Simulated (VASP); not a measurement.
# Mg (P6_3/mmc) in VASP: further runs

Runs on Mg. Level: r2SCAN. Tasks: single point.

Everything below comes from runs of VASP 6.6.1. Logs are shortened: lines on timing, memory, paths and dates and some standing lists are left out, and cuts for length are marked.

### 1 The cell of the first run

It takes space group P6_3/mmc (No. 194, hexagonal). The conventional cell has a = 3.047 Å, b = 3.047 Å, c = 9.905 Å, α = 90.00°, β = 90.00°, γ = 120.00°. Mg (site symmetry -3m) has 12 Mg at 3.04 to 3.05 Å within 4.0 Å. Mg (site symmetry -6m2) has 12 Mg at 3.04 to 3.05 Å within 4.0 Å.

### 2 Single point, r2SCAN (volume scaled by 0.88)

POSCAR reads:

```
Mg
1.0
    3.0471614795      0.0000000000      0.0000000000
   -1.5235807397      2.6389192507      0.0000000000
    0.0000000000      0.0000000000      9.9046086631
Mg
4
Direct
    0.0000000000      0.0000000000      0.0000000000
    0.0000000000      1.0000000000      0.5000000000
    0.3333333333      0.6666666667      0.2500000000
    0.6666666667      0.3333333333      0.7500000000
```

INCAR.step1 reads:

```
SYSTEM = Mg
PREC = Accurate
ENCUT = 520
ISMEAR = -1
SIGMA = 0.1
LREAL = .False.
LASPH = .True.
NELM = 60
NBANDS = 12
GGA = PE
ALGO = Normal
EDIFF = 1E-4
LWAVE = .True.
LCHARG = .False.
```

INCAR.step2 reads:

```
SYSTEM = Mg
PREC = Accurate
ENCUT = 520
EDIFF = 1E-6
ISMEAR = -1
SIGMA = 0.1
LREAL = .False.
LASPH = .True.
NELM = 60
ALGO = Normal
ISIF = 2
LWAVE = .False.
LCHARG = .False.
METAGGA = R2SCAN
LMIXTAU = .True.
NBANDS = 12
ISTART = 1
```

KPOINTS reads:

```
Automatic mesh
0
Gamma
  13 13 4
  0 0 0
```

Potentials or basis: VASP PAW PBE potentials, release 64 (Mg).

Run with:

```sh
$ cat potpaw_PBE.64/Mg/POTCAR > POTCAR
$ cp INCAR.step1 INCAR
$ mpirun -np 1 vasp_std > vasp.out
$ cp INCAR.step2 INCAR
$ mpirun -np 1 vasp_std > vasp.out
```

OUTCAR:

```text
SYSTEM = Mg
   PREC = Accurate
   ENCUT = 520
   EDIFF = 1E-6
   ISMEAR = -1
   LREAL = .False.
   LASPH = .True.
   NELM = 60
   ISIF = 2
   METAGGA = R2SCAN
   ISTART = 1

 ion  position               nearest neighbor table
   1  0.000  0.000  0.000-   3 3.04   4 3.04   3 3.04   4 3.04   4 3.04   3 3.04
   2  0.000  0.000  0.500-   3 3.04   4 3.04   3 3.04   4 3.04   4 3.04   3 3.04
   3  0.333  0.667  0.250-   1 3.04   2 3.04   1 3.04   2 3.04   1 3.04   2 3.04
   4  0.667  0.333  0.750-   1 3.04   2 3.04   1 3.04   2 3.04   1 3.04   2 3.04

  LATTYP: Found a hexagonal cell.
 ALAT       =     3.0471614795
 C/A-ratio  =     3.2504377368

  Lattice vectors:

 A1 = (   3.0471614795,   0.0000000000,   0.0000000000)
 A2 = (  -1.5235807397,   2.6389192507,   0.0000000000)
 A3 = (   0.0000000000,   0.0000000000,   9.9046086631)

Analysis of symmetry for initial positions (statically):
=====================================================================
 Subroutine PRICEL returns:
 Original cell was already a primitive cell.

 Routine SETGRP: Setting up the symmetry group for a
 hexagonal supercell.

 Subroutine GETGRP returns: Found 24 space group operations
 (whereof 12 operations were pure point group operations)
 out of a pool of 24 trial point group operations.

The static configuration has the point symmetry D_3d.
 The point group associated with its full space group is D_6h.

Analysis of symmetry for dynamics (positions and initial velocities):
=====================================================================
 Subroutine PRICEL returns:
 Original cell was already a primitive cell.

 Routine SETGRP: Setting up the symmetry group for a
 hexagonal supercell.

 Subroutine GETGRP returns: Found 24 space group operations
 (whereof 12 operations were pure point group operations)
 out of a pool of 24 trial point group operations.

The dynamic configuration has the point symmetry D_3d.
 The point group associated with its full space group is D_6h.

 Subroutine INISYM returns: Found 24 space group operations
 (whereof 12 operations are pure point group operations),
 and found     1 'primitive' translations

----------------------------------------------------------------------------------------

                                     Primitive cell

  volume of cell :      79.6451

  direct lattice vectors                    reciprocal lattice vectors
     3.047161480  0.000000000  0.000000000     0.328174272  0.189471504  0.000000000
    -1.523580740  2.638919251  0.000000000     0.000000000  0.378943008  0.000000000
     0.000000000  0.000000000  9.904608663     0.000000000  0.000000000  0.100963101

  length of vectors
     3.047161480  3.047161479  9.904608663     0.378943008  0.378943008  0.100963101

  position of ions in fractional coordinates (direct lattice)
     0.000000000  0.000000000  0.000000000
     0.000000000  0.000000000  0.500000000
     0.333333333  0.666666667  0.250000000
     0.666666667  0.333333333  0.750000000

  ion indices of the primitive-cell ions
   primitive index   ion index
                 1           1
                 2           2
                 3           3
                 4           4

----------------------------------------------------------------------------------------

 KPOINTS: Automatic mesh

Automatic generation of k-mesh.
 Grid dimensions read from file:
 generate k-points for:   13   13    4

 Generating k-lattice:

  Cartesian coordinates                     Fractional coordinates (reciprocal lattice)
     0.025244175  0.014574731  0.000000000     0.076923077  0.000000000  0.000000000
     0.000000000  0.029149462  0.000000000     0.000000000  0.076923077  0.000000000
     0.000000000  0.000000000  0.025240775     0.000000000  0.000000000  0.250000000

  Length of vectors
     0.029149462  0.029149462  0.025240775

  Shift w.r.t. Gamma in fractional coordinates (k-lattice)
     0.000000000  0.000000000  0.000000000

 Subroutine IBZKPT returns following result:
 ===========================================

 Found     63 irreducible k-points:

 Following reciprocal coordinates:
            Coordinates               Weight
  0.000000  0.000000  0.000000      1.000000
  0.076923 -0.000000  0.000000      6.000000
  0.153846  0.000000  0.000000      6.000000
  0.230769 -0.000000  0.000000      6.000000
  0.307692  0.000000  0.000000      6.000000
  0.384615 -0.000000  0.000000      6.000000
[... 16 lines left out ...]
  0.076923 -0.000000  0.250000     12.000000
  0.153846  0.000000  0.250000     12.000000
 [... further k-points ...]
   k-points           NKPTS =     63   k-points in BZ     NKDIM =     63   number of bands    NBANDS=     12
   number of dos      NEDOS =    301   number of ions     NIONS =      4
   total plane-waves  NPLWV =  46080
   dimension x,y,z NGX =    24 NGY =   24 NGZ =   80
   dimension x,y,z NGXF=    48 NGYF=   48 NGZF=  160
   ions per type =               4
   NGX,Y,Z   is equivalent  to a cutoff of  13.09, 13.09, 13.43 a.u.
   NGXF,Y,Z  is equivalent  to a cutoff of  26.19, 26.19, 26.86 a.u.
 SYSTEM =  Mg
   PREC   = accura    normal or accurate (medium, high low for compatibility)
   ISTART =      1    job   : 0-new  1-cont  2-samecut
   ICHARG =      0    charge: 1-file 2-atom 10-const
   ISPIN  =      1    spin polarized calculation?
   LNONCOLLINEAR =      F non collinear calculations
   LSORBIT =      F    spin-orbit coupling
   LASPH  =      T    aspherical Exc in radial PAW
   ENCUT  =  520.0 eV  38.22 Ry    6.18 a.u.   5.67  5.67 18.42*2*pi/ulx,y,z
   NELM   =     60;   NELMIN=  2; NELMDL=  0     # of ELM steps
   EDIFF  = 0.1E-05   stopping-criterion for ELM
   LREAL  =      F    real-space projection
   EDIFFG = 0.1E-04   stopping-criterion for IOM
   NSW    =      0    number of steps for IOM
   IBRION =     -1    ionic relax: 0-MD 1-quasi-New 2-CG
   NFREE  =      0    steps in history (QN), initial steepest desc. (CG)
   ISIF   =      2    stress and relaxation
   ISYM   =      2    0-nonsym 1-usesym 2-fastsym
   POTIM  = 0.5000    time-step for ionic-motion
   TEBEG  =    0.0;   TEEND  =   0.0 temperature during run
   PSTRESS=    0.0 pullay stress
   NELECT =       8.0000    total number of electrons
   NUPDOWN=      -1.0000    fix difference up-down
   EMIN   =  10.00;   EMAX   =-10.00  energy-range for DOS
   EFERMI =   0.00;   METHOD = LEGACY
   ISMEAR =    -1;   SIGMA  =   0.10  broadening in eV -4-tet -1-fermi 0-gaus
   EFERMI_NEDOS =   21; number of points for ismear=-14 and -15
   IALGO  =     38    algorithm
   IMIX   =      4    mixing-type and parameters
     AMIX     =   0.40;   BMIX     =  1.00
     AMIX_MAG =   1.60;   BMIX_MAG =  1.00
  volume/ion in A,a.u.               =      19.91       134.37
  Fermi-wavevector in a.u.,A,eV,Ry     =   0.761001  1.438083  7.879439  0.579122
  Thomas-Fermi vector in A             =   1.860144
   LORBIT       =      0    0 simple, 1 ext, 2 COOP (PROOUT), +10 PAW based schemes
   METAGGA = R2SCAN    functional components
   LHFCALC =     F    Hartree Fock is set to
   AEXX    =    0.0000 exact exchange contribution
   IVDW    =     0    specifies the selected vdW correction
   LEPSILON=     F    determine dielectric tensor
   LRPA    =     F    only Hartree local field effects (RPA)
 non-spin polarized calculation
  energy-cutoff  :      520.00
  volume of cell :       79.65
 maximum number of plane-waves:      2164
 NGX is ok and might be reduce to    24
   NGX = 11   NGY = 11   NGZ = 37

 number of electron       8.0000000 magnetization

 Free energy of the ion-electron system (eV)
  ---------------------------------------------------
  ext. energy  EPLUGINS =         0.00000000
  ---------------------------------------------------
  free energy    TOTEN  =       -16.39098730 eV

  energy without entropy =      -16.33136046  energy(sigma->0) =      -16.36117388

 E-fermi :   3.4786     XC(G=0):  -9.5142

 val. band max:        3.4614725167   @ k =   0.4615  -0.0000   0.0000
 cond. band min:       3.4841826945   @ k =   0.3846   0.1538   0.2500
 fundamental gap:      0.0227101779
 Fermi energy:         3.4786222399

 k-point     1 :       0.0000    0.0000    0.0000
  band No.  band energies     occupation
      1      -4.6127      2.00000
      2      -2.9973      2.00000
      3      -2.9904      2.00000
      4       1.2742      2.00000
      5       2.2259      1.99999
      6       9.2396      0.00000
      7       9.2516      0.00000
      8      16.0573      0.00000
      9      16.0573      0.00000
     10      16.3079      0.00000
     11      16.3079      0.00000
     12      16.8203      0.00000

 k-point     2 :       0.0769   -0.0000    0.0000
  band No.  band energies     occupation
      1      -4.4766      2.00000
      2      -2.8638      2.00000
      3      -2.8568      2.00000
      4       1.3977      2.00000
      5       2.3537      1.99997
      6       9.3309      0.00000
      7       9.3515      0.00000
      8      13.8305      0.00000
      9      14.8566      0.00000
     10      14.9375      0.00000
     11      14.9717      0.00000
     12      16.0108      0.00000

 k-point     3 :       0.1538    0.0000    0.0000
  band No.  band energies     occupation
      1      -4.0695      2.00000
      2      -2.4644      2.00000
      3      -2.4574      2.00000
      4       1.7685      2.00000
      5       2.7307      1.99887
      6       9.5070      0.00000
      7       9.6117      0.00000
      8      11.2671      0.00000
      9      12.3393      0.00000
     10      12.4534      0.00000
     11      13.8555      0.00000
     12      14.5575      0.00000
[... 286 lines left out ...]
 k-point    23 :       0.0769   -0.0000    0.2500
  band No.  band energies     occupation
      1      -4.3746      2.00000
      2      -3.5636      2.00000
      3      -1.9652      2.00000
      4       0.3514      2.00000
      5       3.5716      0.56612
      6       7.2575      0.00000
      7      11.5392      0.00000
      8      13.9169      0.00000
      9      14.4114      0.00000
     10      15.0149      0.00000
     11      15.4361      0.00000
     12      15.6264      0.00000

 k-point    24 :       0.1538    0.0000    0.2500
  band No.  band energies     occupation
      1      -3.9680      2.00000
      2      -3.1608      2.00000
      3      -1.5703      2.00000
      4       0.7330      2.00000
      5       3.9343      0.02077
      6       7.5660      0.00000
      7      10.9806      0.00000
      8      11.7410      0.00000
      9      12.0909      0.00000
     10      13.1039      0.00000
     11      13.9368      0.00000
     12      14.3593      0.00000

 [... further k-points ...]

------------------------ aborting loop because EDIFF is reached ----------------------------------------

  FORCE on cell =-STRESS in cart. coord.  units (eV):
  Direction    XX          YY          ZZ          XY          YZ          ZX
  --------------------------------------------------------------------------------------
  -------------------------------------------------------------------------------------
  Total        3.1210430      3.1210430      2.9809098      0.0000000      0.0000000      0.0000000
  in kB       62.7843558     62.7843558     59.9653706      0.0000000      0.0000000      0.0000000
  external PRESSURE =      61.8446941 kB  Pullay stress =       0.0000000 kB

 VOLUME and BASIS-vectors are now :
 -----------------------------------------------------------------------------
  energy-cutoff  :      520.00
  volume of cell :       79.65
      direct lattice vectors                 reciprocal lattice vectors
     3.047161480  0.000000000  0.000000000     0.328174272  0.189471504  0.000000000
    -1.523580740  2.638919251  0.000000000     0.000000000  0.378943008  0.000000000
     0.000000000  0.000000000  9.904608663     0.000000000  0.000000000  0.100963101

 POSITION                                       TOTAL-FORCE (eV/Angst)
 -----------------------------------------------------------------------------------
      0.00000      0.00000      0.00000         0.000000      0.000000      0.000000
      0.00000      0.00000      4.95230         0.000000      0.000000      0.000000
     -0.00000      1.75928      2.47615         0.000000      0.000000      0.000000
      1.52358      0.87964      7.42846        -0.000000     -0.000000     -0.000000
 -----------------------------------------------------------------------------------
    total drift:                                0.000000      0.000000     -0.000000

  FREE ENERGIE OF THE ION-ELECTRON SYSTEM (eV)
  ---------------------------------------------------
  free  energy   TOTEN  =       -16.3909873008 eV

  energy  without entropy=      -16.3313604638  energy(sigma->0) =      -16.36117388
```

Wall time 2 min (1 thread of AMD EPYC 9R45 (Zen 5), shared host); peak memory 0.2 GiB.

Results:

```yaml
Free_energy: -16.3910 eV
Pressure: 6.2 GPa
Band_gap_on_the_k_mesh: zero (band 4 reaches 4.62 eV, above the bottom of band 5 at 2.23 eV)
```

Levels at points of the mesh, in eV from the Fermi level:
| k point | band 1 | band 2 | band 3 | band 4 | band 5 | band 6 | band 7 | band 8 | band 9 |
| --- | --- | --- | --- | --- | --- | --- | --- | --- | --- |
| (0.00, 0.00, 0.00) | -8.09 | -6.48 | -6.47 | -2.20 | -1.25 | 5.76 | 5.77 | 12.58 | 12.58 |
| (0.00, 0.00, 0.50) | -7.68 | -7.68 | -4.50 | -4.50 | 1.73 | 1.73 | 10.33 | 10.33 | 12.76 |

Caveat: the PAW data sets were made with another functional, which shifts forces and pressure a little.

### 3 Single point, r2SCAN (volume scaled by 0.92)

POSCAR reads:

```
Mg
1.0
    3.0926482077      0.0000000000      0.0000000000
   -1.5463241038      2.6783119129      0.0000000000
    0.0000000000      0.0000000000     10.0524604409
Mg
4
Direct
    0.0000000000      0.0000000000      0.0000000000
    0.0000000000      1.0000000000      0.5000000000
    0.3333333333      0.6666666667      0.2500000000
    0.6666666667      0.3333333333      0.7500000000
```

INCAR.step1 reads:

```
SYSTEM = Mg
ALGO = Normal
EDIFF = 1E-4
ENCUT = 520
GGA = PE
ISMEAR = -1
LASPH = .True.
LCHARG = .False.
LREAL = .False.
LWAVE = .True.
NBANDS = 12
NELM = 100
PREC = Accurate
SIGMA = 0.1
```

INCAR.step2 reads:

```
SYSTEM = Mg
ALGO = Normal
EDIFF = 1E-6
ENCUT = 520
ISIF = 2
ISMEAR = -1
ISTART = 1
LASPH = .True.
LCHARG = .False.
LMIXTAU = .True.
LREAL = .False.
LWAVE = .False.
METAGGA = R2SCAN
NBANDS = 12
NELM = 100
PREC = Accurate
SIGMA = 0.1
```

KPOINTS reads:

```
k-points
0
Gamma
  13 13 4
  0 0 0
```

Potentials or basis: VASP PAW PBE potentials, release 64 (Mg).

Run with:

```sh
$ cat potpaw_PBE.64/Mg/POTCAR > POTCAR
$ cp INCAR.step1 INCAR
$ mpirun -np 1 vasp_std > vasp.out
$ cp INCAR.step2 INCAR
$ mpirun -np 1 vasp_std > vasp.out
```

OUTCAR:

```text
SYSTEM = Mg
   EDIFF = 1E-6
   ENCUT = 520
   ISIF = 2
   ISMEAR = -1
   ISTART = 1
   LASPH = .True.
   LREAL = .False.
   METAGGA = R2SCAN
   NELM = 100
   PREC = Accurate

 ion  position               nearest neighbor table
   1  0.000  0.000  0.000-   3 3.08   4 3.08   4 3.08   3 3.08   4 3.08   3 3.08
   2  0.000  0.000  0.500-   3 3.08   4 3.08   4 3.08   3 3.08   4 3.08   3 3.08
   3  0.333  0.667  0.250-   1 3.08   2 3.08   1 3.08   2 3.08   1 3.08   2 3.08
   4  0.667  0.333  0.750-   1 3.08   2 3.08   1 3.08   2 3.08   1 3.08   2 3.08

  LATTYP: Found a hexagonal cell.
 ALAT       =     3.0926482077
 C/A-ratio  =     3.2504377368

  Lattice vectors:

 A1 = (   3.0926482077,   0.0000000000,   0.0000000000)
 A2 = (  -1.5463241038,   2.6783119129,   0.0000000000)
 A3 = (   0.0000000000,   0.0000000000,  10.0524604409)

Analysis of symmetry for initial positions (statically):
=====================================================================
 Subroutine PRICEL returns:
 Original cell was already a primitive cell.

 Routine SETGRP: Setting up the symmetry group for a
 hexagonal supercell.

 Subroutine GETGRP returns: Found 24 space group operations
[... 190 lines left out ...]
     11      15.7197      0.00000
     12      16.2886      0.00000
[... 331 lines left out ...]
 k-point    24 :       0.1538    0.0000    0.2500
  band No.  band energies     occupation
      1      -4.0320      2.00000
      2      -3.2470      2.00000
      3      -1.6986      2.00000
      4       0.5503      2.00000
      5       3.6579      0.02578
      6       7.2120      0.00000
      7      10.5440      0.00000
      8      11.2798      0.00000
      9      11.6317      0.00000
     10      12.6292      0.00000
     11      13.3877      0.00000
     12      13.8673      0.00000

 [... further k-points ...]

------------------------ aborting loop because EDIFF is reached ----------------------------------------

  FORCE on cell =-STRESS in cart. coord.  units (eV):
  Direction    XX          YY          ZZ          XY          YZ          ZX
  --------------------------------------------------------------------------------------
  -------------------------------------------------------------------------------------
  Total        1.9234133      1.9234133      1.8005702      0.0000000     -0.0000000      0.0000000
  in kB       37.0100053     37.0100053     34.6462792      0.0000000     -0.0000000      0.0000000
  external PRESSURE =      36.2220966 kB  Pullay stress =       0.0000000 kB

 VOLUME and BASIS-vectors are now :
 -----------------------------------------------------------------------------
  energy-cutoff  :      520.00
  volume of cell :       83.27
      direct lattice vectors                 reciprocal lattice vectors
     3.092648208  0.000000000  0.000000000     0.323347479  0.186684754  0.000000000
    -1.546324104  2.678311913  0.000000000     0.000000000  0.373369508  0.000000000
     0.000000000  0.000000000 10.052460441     0.000000000  0.000000000  0.099478133

 POSITION                                       TOTAL-FORCE (eV/Angst)
 -----------------------------------------------------------------------------------
      0.00000      0.00000      0.00000        -0.000000      0.000000      0.000000
      0.00000      0.00000      5.02623        -0.000000      0.000000      0.000000
     -0.00000      1.78554      2.51312         0.000000     -0.000000     -0.000000
      1.54632      0.89277      7.53935        -0.000000      0.000000     -0.000000
 -----------------------------------------------------------------------------------
    total drift:                               -0.000000      0.000000      0.000000

  FREE ENERGIE OF THE ION-ELECTRON SYSTEM (eV)
  ---------------------------------------------------
  free  energy   TOTEN  =       -16.5009185319 eV

  energy  without entropy=      -16.4397105191  energy(sigma->0) =      -16.47031453
```

OSZICAR.step1:

```text
N       E                     dE             d eps       ncg     rms          rms(c)
DAV:   1     0.359420120216E+01    0.35942E+01   -0.26142E+03  1512   0.479E+02
DAV:   2    -0.569189721057E+01   -0.92861E+01   -0.88974E+01  1872   0.560E+01
DAV:   3    -0.594158126636E+01   -0.24968E+00   -0.24622E+00  2120   0.700E+00
DAV:   4    -0.594290232703E+01   -0.13211E-02   -0.13200E-02  1836   0.560E-01
DAV:   5    -0.594291644649E+01   -0.14119E-04   -0.14119E-04  1944   0.609E-02    0.132E+00
DAV:   6    -0.592772215740E+01    0.15194E-01   -0.97426E-04  1828   0.245E-01    0.841E-01
DAV:   7    -0.591216114314E+01    0.15561E-01   -0.36369E-03  1640   0.412E-01    0.420E-02
DAV:   8    -0.591215253893E+01    0.86042E-05   -0.53526E-05  1380   0.387E-02
   1 F= -.59121525E+01 E0= -.58795613E+01  d E =-.651824E-01
```

It took 1.9 min on 1 thread of AMD EPYC 9R45 (Zen 5), shared host; peak memory 0.21 GiB.

Results:

- Free energy: -16.5009 eV
- Pressure: 3.6 GPa
- Band gap on the k mesh: zero (band 4 reaches 4.36 eV, above the bottom of band 5 at 1.97 eV)

Caveat: the PAW data sets were made with another functional, which shifts forces and pressure a little.
